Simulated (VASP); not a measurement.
Set up this calculation in VASP 6.6.1, as the native input.

* Task: single point
* Functional: LDA
* Potentials or basis: VASP PAW LDA potentials, release 64 (Ga_d, As)
* Cutoff: 500 eV
* k mesh: 8 × 8 × 8
* Occupations: gaussian, width 0.01 eV
* Spin: no spin polarisation
* Dipole correction: no
* Further INCAR settings: ALGO = Normal; EDIFF = 1e-06; NBANDS = 16

The structure of GaAs lies in POSCAR:

```
GaAs
1.0
    2.7776029731      2.7776029731      0.0000000000
   -2.7776029731      2.7776029731      0.0000000000
    0.0000000000      2.7776029731      2.7776029731
Ga As
1 1
Direct
    0.0000000000      0.0000000000      0.0000000000
    0.7500000000      0.2500000000      0.5000000000
```

One way to write it, as run:

INCAR

```
PREC = Accurate ; ENCUT = 500
EDIFF = 1E-6 ; ISMEAR = 0
SIGMA = 0.01 ; LREAL = F
LASPH = T ; NELM = 120
ALGO = Normal ; ISIF = 2
LWAVE = F ; LCHARG = F
NBANDS = 16 ; GGA_COMPAT = F
```

KPOINTS

```
regular mesh
0
Gamma
  8 8 8
```

Potentials or basis: VASP PAW LDA potentials, release 64 (Ga_d, As).

Run with:

```bash
$ cat potpaw_LDA.64/Ga_d/POTCAR potpaw_LDA.64/As/POTCAR > POTCAR
$ mpirun -np 1 vasp_std > vasp.out
```

Results of the run:

| Quantity | Value |
| --- | --- |
| Pressure | 2.4 GPa |
| Band gap on the k mesh | 0.73 eV, direct |

Wall time 15 s on 1 thread of Intel Xeon 6975P-C, with other jobs on the host, peak memory 0.16 GiB.
